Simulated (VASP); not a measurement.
# Al2InN3 (Cmc2_1) in VASP: further runs

Al2InN3 is run at these levels: PBE; tasks: single point.

Program: VASP 6.6.1. These are calculated values, not measurements. Logs are shortened: lines on timing, memory, paths and dates and some standing lists are left out, and cuts for length are marked.

## Step 1: The cell of the first run

Symmetry: Cmc2_1, No. 36, orthorhombic system. Conventional cell: a = 9.834 Å, b = 5.655 Å, c = 5.249 Å, α = 90.00°, β = 90.00°, γ = 90.00°. Al (site symmetry 1) has 4 N at 1.90 to 1.92 Å within 2.5 Å. In (site symmetry m) has 4 N at 2.18 to 2.20 Å within 2.9 Å. Within 2.5 Å of N (site symmetry 1) lie 3 Al at 1.90 to 1.92 Å and 1 In at 2.18 Å. N (site symmetry m) has 2 Al at 1.91 Å and 2 In at 2.19 to 2.20 Å within 2.5 Å.

## Step 2: Single point, PBE

INCAR reads:

```
SYSTEM = Al2InN3
PREC = Accurate
ENCUT = 520
EDIFF = 1E-6
ISMEAR = 0
SIGMA = 0.02
LREAL = .False.
LASPH = .True.
NELM = 60
ALGO = Normal
ISIF = 2
LWAVE = .False.
LCHARG = .True.
GGA = PE
LELF = .True.
LVHAR = .True.
NBANDS = 46
```

KPOINTS reads:

```
Automatic mesh
0
Gamma
  6 6 6
  0 0 0
```

POSCAR reads:

```
Al2InN3
1.0
    4.9170037428     -2.8277246703      0.0000000000
    4.9170037428      2.8277246703      0.0000000000
    0.0000000000      0.0000000000      5.2494073214
Al In N
4 2 6
Direct
    0.0084295481      0.3348702354      0.9917405619
    0.6651297646      0.9915704519      0.9917405619
    0.9915704519      0.6651297646      0.4917405619
    0.3348702354      0.0084295481      0.4917405619
    0.3220811151      0.6779188849      0.9869983847
    0.6779188849      0.3220811151      0.4869983847
    0.0366860035      0.3336177064      0.3557289334
    0.6663822936      0.9633139965      0.3557289334
    0.9633139965      0.6663822936      0.8557289334
    0.3336177064      0.0366860035      0.8557289334
    0.2983157880      0.7016842120      0.4060625945
    0.7016842120      0.2983157880      0.9060625945
```

Potentials or basis: VASP PAW PBE potentials, release 64 (Al, In_d, N).

Launch:

```
$ cat potpaw_PBE.64/Al/POTCAR potpaw_PBE.64/In_d/POTCAR potpaw_PBE.64/N/POTCAR > POTCAR
$ mpirun -np 1 vasp_std > vasp.out
```

OUTCAR:

```text
SYSTEM = Al2InN3
   PREC = Accurate
   ENCUT = 520
   EDIFF = 1E-6
   ISMEAR = 0
   LREAL = .False.
   LASPH = .True.
   NELM = 60
   ISIF = 2
   GGA = PE

 ion  position               nearest neighbor table
   1  0.008  0.335  0.992-   9 1.90  10 1.91  12 1.91   7 1.92   3 3.20   3 3.20   4 3.21   4 3.21
                             2 3.22   2 3.22   5 3.22   6 3.23   5 3.23   6 3.27   5 3.36
   2  0.665  0.992  0.992-  10 1.90   9 1.91  12 1.91   8 1.92   4 3.20   4 3.20   3 3.21   3 3.21
                             1 3.22   1 3.22   5 3.22   6 3.23   5 3.23   6 3.27   5 3.36
   3  0.992  0.665  0.492-   7 1.90   8 1.91  11 1.91   9 1.92   1 3.20   1 3.20   2 3.21   2 3.21
                             4 3.22   4 3.22   6 3.22   5 3.23   6 3.23   5 3.27   6 3.36
   4  0.335  0.008  0.492-   8 1.90   7 1.91  11 1.91  10 1.92   2 3.20   2 3.20   1 3.21   1 3.21
                             3 3.22   3 3.22   6 3.22   5 3.23   6 3.23   5 3.27   6 3.36
   5  0.322  0.678  0.987-   9 2.18  10 2.18  12 2.19  11 2.20   1 3.22   2 3.22   4 3.23   3 3.23
                             2 3.23   1 3.23   4 3.27   3 3.27   6 3.31   6 3.31   2 3.36   1 3.36
   6  0.678  0.322  0.487-   7 2.18   8 2.18  11 2.19  12 2.20   4 3.22   3 3.22   2 3.23   1 3.23
                             4 3.23   3 3.23   2 3.27   1 3.27   5 3.31   5 3.31   4 3.36   3 3.36
   7  0.037  0.334  0.356-   3 1.90   4 1.91   1 1.92   6 2.18
   8  0.666  0.963  0.356-   4 1.90   3 1.91   2 1.92   6 2.18
   9  0.963  0.666  0.856-   1 1.90   2 1.91   3 1.92   5 2.18
  10  0.334  0.037  0.856-   2 1.90   1 1.91   4 1.92   5 2.18
  11  0.298  0.702  0.406-   3 1.91   4 1.91   6 2.19   5 2.20
  12  0.702  0.298  0.906-   1 1.91   2 1.91   5 2.19   6 2.20

  LATTYP: Found a base centered orthorhombic cell.
 ALAT       =     5.6554493406
 B/A-ratio  =     1.7388551985
 C/A-ratio  =     0.9282034026

  Lattice vectors:

 A1 = (  -4.9170037428,  -2.8277246703,   0.0000000000)
 A2 = (   4.9170037428,  -2.8277246703,   0.0000000000)
 A3 = (   0.0000000000,   0.0000000000,   5.2494073214)

Analysis of symmetry for initial positions (statically):
=====================================================================
 Subroutine PRICEL returns:
 Original cell was already a primitive cell.

 Routine SETGRP: Setting up the symmetry group for a
 base centered orthorhombic supercell.

 Subroutine GETGRP returns: Found  4 space group operations
 (whereof  2 operations were pure point group operations)
 out of a pool of  8 trial point group operations.

The static configuration has the point symmetry C_1h.
 The point group associated with its full space group is C_2v.

Analysis of symmetry for dynamics (positions and initial velocities):
=====================================================================
 Subroutine PRICEL returns:
 Original cell was already a primitive cell.

 Routine SETGRP: Setting up the symmetry group for a
 base centered orthorhombic supercell.

 Subroutine GETGRP returns: Found  4 space group operations
 (whereof  2 operations were pure point group operations)
 out of a pool of  8 trial point group operations.

The dynamic configuration has the point symmetry C_1h.
 The point group associated with its full space group is C_2v.

 Subroutine INISYM returns: Found  4 space group operations
 (whereof  2 operations are pure point group operations),
 and found     1 'primitive' translations

----------------------------------------------------------------------------------------

                                     Primitive cell

  volume of cell :     145.9748

  direct lattice vectors                    reciprocal lattice vectors
     4.917003743 -2.827724670  0.000000000     0.101687944 -0.176820610  0.000000000
     4.917003743  2.827724670  0.000000000     0.101687944  0.176820610  0.000000000
     0.000000000  0.000000000  5.249407321     0.000000000  0.000000000  0.190497696

  length of vectors
     5.672120646  5.672120646  5.249407321     0.203975405  0.203975405  0.190497696

  position of ions in fractional coordinates (direct lattice)
     0.008429548  0.334870235  0.991740562
     0.665129765  0.991570452  0.991740562
     0.991570452  0.665129765  0.491740562
     0.334870235  0.008429548  0.491740562
     0.322081115  0.677918885  0.986998385
     0.677918885  0.322081115  0.486998385
     0.036686004  0.333617706  0.355728933
     0.666382294  0.963313996  0.355728933
     0.963313996  0.666382294  0.855728933
     0.333617706  0.036686004  0.855728933
     0.298315788  0.701684212  0.406062594
     0.701684212  0.298315788  0.906062595

  ion indices of the primitive-cell ions
   primitive index   ion index
                 1           1
[... 29 lines left out ...]

  Shift w.r.t. Gamma in fractional coordinates (k-lattice)
     0.000000000  0.000000000  0.000000000

 Subroutine IBZKPT returns following result:
 ===========================================

 Found     52 irreducible k-points:

 Following reciprocal coordinates:
            Coordinates               Weight
  0.000000  0.000000  0.000000      1.000000
  0.166667 -0.000000  0.000000      4.000000
  0.333333 -0.000000  0.000000      4.000000
  0.500000 -0.000000  0.000000      2.000000
  0.166667  0.166667  0.000000      2.000000
  0.333333  0.166667  0.000000      4.000000
[... 16 lines left out ...]
  0.333333  0.333333  0.166667      4.000000
  0.500000  0.333333  0.166667      8.000000
 [... further k-points ...]
   k-points           NKPTS =     52   k-points in BZ     NKDIM =     52   number of bands    NBANDS=     46
   number of dos      NEDOS =    301   number of ions     NIONS =     12
   total plane-waves  NPLWV =  70560
   dimension x,y,z NGX =    42 NGY =   42 NGZ =   40
   dimension x,y,z NGXF=    84 NGYF=   84 NGZF=   80
   ions per type =               4   2   6
   NGX,Y,Z   is equivalent  to a cutoff of  12.31, 12.31, 12.67 a.u.
   NGXF,Y,Z  is equivalent  to a cutoff of  24.62, 24.62, 25.34 a.u.
 SYSTEM =  Al2InN3
   PREC   = accura    normal or accurate (medium, high low for compatibility)
   ISTART =      0    job   : 0-new  1-cont  2-samecut
   ICHARG =      2    charge: 1-file 2-atom 10-const
   ISPIN  =      1    spin polarized calculation?
   LNONCOLLINEAR =      F non collinear calculations
   LSORBIT =      F    spin-orbit coupling
   LASPH  =      T    aspherical Exc in radial PAW
   ENCUT  =  520.0 eV  38.22 Ry    6.18 a.u.  10.55 10.55  9.76*2*pi/ulx,y,z
   NELM   =     60;   NELMIN=  2; NELMDL= -5     # of ELM steps
   EDIFF  = 0.1E-05   stopping-criterion for ELM
   LREAL  =      F    real-space projection
   EDIFFG = 0.1E-04   stopping-criterion for IOM
   NSW    =      0    number of steps for IOM
   IBRION =     -1    ionic relax: 0-MD 1-quasi-New 2-CG
   NFREE  =      0    steps in history (QN), initial steepest desc. (CG)
   ISIF   =      2    stress and relaxation
   ISYM   =      2    0-nonsym 1-usesym 2-fastsym
   POTIM  = 0.5000    time-step for ionic-motion
   TEBEG  =    0.0;   TEEND  =   0.0 temperature during run
   PSTRESS=    0.0 pullay stress
   NELECT =      68.0000    total number of electrons
   NUPDOWN=      -1.0000    fix difference up-down
   EMIN   =  10.00;   EMAX   =-10.00  energy-range for DOS
   EFERMI =   0.00;   METHOD = LEGACY
   ISMEAR =     0;   SIGMA  =   0.02  broadening in eV -4-tet -1-fermi 0-gaus
   EFERMI_NEDOS =   21; number of points for ismear=-14 and -15
   IALGO  =     38    algorithm
   IMIX   =      4    mixing-type and parameters
     AMIX     =   0.40;   BMIX     =  1.00
     AMIX_MAG =   1.60;   BMIX_MAG =  1.00
  volume/ion in A,a.u.               =      12.16        82.09
  Fermi-wavevector in a.u.,A,eV,Ry     =   1.269069  2.398192 21.912667  1.610536
  Thomas-Fermi vector in A             =   2.402130
   LORBIT       =      0    0 simple, 1 ext, 2 COOP (PROOUT), +10 PAW based schemes
   GGA     = PE    functional components
   LHFCALC =     F    Hartree Fock is set to
   AEXX    =    0.0000 exact exchange contribution
   IVDW    =     0    specifies the selected vdW correction
   LEPSILON=     F    determine dielectric tensor
   LRPA    =     F    only Hartree local field effects (RPA)
 non-spin polarized calculation
 Gauss-broadening in eV      SIGMA  =   0.02
  energy-cutoff  :      520.00
  volume of cell :      145.97
 maximum number of plane-waves:      3960
   NGX = 21   NGY = 21   NGZ = 19

 number of electron      68.0000012 magnetization

 Free energy of the ion-electron system (eV)
  ---------------------------------------------------
  ext. energy  EPLUGINS =         0.00000000
  ---------------------------------------------------
  free energy    TOTEN  =       -80.83286740 eV

  energy without entropy =      -80.83286740  energy(sigma->0) =      -80.83286740

 E-fermi :   6.2059     XC(G=0): -10.8555

 val. band max:        6.0693992021   @ k =   0.0000   0.0000   0.0000
 cond. band min:       8.2302954130   @ k =   0.0000   0.0000   0.0000
 fundamental gap:      2.1608962108
 Fermi energy:         6.2059378674

 k-point     1 :       0.0000    0.0000    0.0000
  band No.  band energies     occupation
      1      -8.6040      2.00000
      2      -8.0639      2.00000
      3      -7.7380      2.00000
      4      -7.5488      2.00000
      5      -7.5029      2.00000
      6      -7.3729      2.00000
[... 1165 lines left out ...]
     45      15.1565      0.00000
     46      15.3522      0.00000

 [... further k-points ...]

------------------------ aborting loop because EDIFF is reached ----------------------------------------

  FORCE on cell =-STRESS in cart. coord.  units (eV):
  Direction    XX          YY          ZZ          XY          YZ          ZX
  --------------------------------------------------------------------------------------
  -------------------------------------------------------------------------------------
  Total       -0.0897166     -0.0845677     -0.0790357      0.0000000      0.0000000      0.0000000
  in kB       -0.9847029     -0.9281909     -0.8674733      0.0000000      0.0000000      0.0000000
  external PRESSURE =      -0.9267890 kB  Pullay stress =       0.0000000 kB

 VOLUME and BASIS-vectors are now :
 -----------------------------------------------------------------------------
  energy-cutoff  :      520.00
  volume of cell :      145.97
      direct lattice vectors                 reciprocal lattice vectors
     4.917003743 -2.827724670  0.000000000     0.101687944 -0.176820610  0.000000000
     4.917003743  2.827724670  0.000000000     0.101687944  0.176820610  0.000000000
     0.000000000  0.000000000  5.249407321     0.000000000  0.000000000  0.190497696

 POSITION                                       TOTAL-FORCE (eV/Angst)
 -----------------------------------------------------------------------------------
      1.68801      0.92308      5.20605        -0.001185      0.000210      0.000202
      8.14600      0.92308      5.20605         0.001185      0.000210      0.000202
      8.14600     -0.92308      2.58135         0.001185     -0.000210      0.000202
      1.68801     -0.92308      2.58135        -0.001185     -0.000210      0.000202
      4.91700      1.00621      5.18116        -0.000000      0.000224     -0.003582
      4.91700     -1.00621      2.55645        -0.000000     -0.000224     -0.003582
      1.82078      0.83964      1.86737         0.022453     -0.011625     -0.008793
      8.01322      0.83964      1.86737        -0.022453     -0.011625     -0.008793
      8.01322     -0.83964      4.49207        -0.022453      0.011625     -0.008793
      1.82078     -0.83964      4.49207         0.022453      0.011625     -0.008793
      4.91700      1.14061      2.13159        -0.000000      0.028406      0.020763
      4.91700     -1.14061      4.75629        -0.000000     -0.028406      0.020763
 -----------------------------------------------------------------------------------
    total drift:                               -0.000000     -0.000000      0.000297

  FREE ENERGIE OF THE ION-ELECTRON SYSTEM (eV)
  ---------------------------------------------------
  free  energy   TOTEN  =       -80.8328673983 eV

  energy  without entropy=      -80.8328673983  energy(sigma->0) =      -80.83286740
```

Wall time 5.8 min (1 thread of AMD EPYC 7R13 (Zen 3), shared host); peak memory 0.4 GiB.

Results:

```
Free energy            : -80.8329 eV
Pressure               : -0.1 GPa
Largest force          : 0.035 eV/Å
Band gap on the k mesh : 2.16 eV
```

Forces on the atoms (eV/Å):
```
Al  -0.001  0.000  0.000
Al   0.001  0.000  0.000
Al   0.001  0.000  0.000
Al  -0.001  0.000  0.000
In   0.000  0.000 -0.004
In   0.000  0.000 -0.004
N    0.022 -0.012 -0.009
N   -0.022 -0.012 -0.009
N   -0.022  0.012 -0.009
N    0.022  0.012 -0.009
N    0.000  0.028  0.021
N    0.000 -0.028  0.021
```

Caveat: spin-orbit coupling is left out, which moves the levels of the heavy elements. A k mesh can miss the band edges.

[end of part 1 of 2]
